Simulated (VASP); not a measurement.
SnTe: single point with HSE06

Crystal: SnTe.

```
Te Sn
1.0
     0.00000    3.61115    3.61115
     3.61115    0.00000    3.61115
     3.61115    3.61115    0.00000
Te Sn
1 1
Direct
  0.25000 0.25000 0.25000
  0.00000 0.00000 0.00000
```

- Program: VASP 6.6.1
- Task: single point
- Functional: HSE06
- Potentials or basis: VASP PAW PBE potentials, release 64 (Te, Sn_d)
- Cutoff: 520 eV
- k mesh: 4 × 4 × 4
- Occupations: fermi-dirac, width 0.05 eV
- Spin: no spin polarisation
- Dipole correction: no
- Grid for exact exchange (PRECFOCK): Normal
- Further INCAR settings: ALGO = Normal; EDIFF = 1e-06; NBANDS = 17
- Screening parameter: 0.2079 1/Å

```
Pressure               : -0.7 GPa
Band gap on the k mesh : 0.37 eV, indirect (least direct gap 1.14 eV)
```

Levels at points of the mesh, in eV from the valence-band top:
```csv
k point,band 8,band 9,band 10,band 11,band 12,band 13
"(0.00, 0.00, 0.00)",-2.28,-2.28,-2.28,1.34,1.34,1.34
"(0.50, 0.00, 0.00)",-2.86,-2.86,-2.24,2.20,2.20,3.92
"(0.50, 0.50, 0.00)",-3.58,-3.58,-0.78,0.37,4.50,4.50
```

Wall time 20 min on 1 thread of AMD EPYC 9R45 (Zen 5), on a shared host, peak memory 0.31 GiB.

Caveat: the PAW data sets were made with another functional, which shifts forces and pressure a little; spin-orbit coupling is left out, which moves the levels of the heavy elements. A k mesh can miss the band edges.
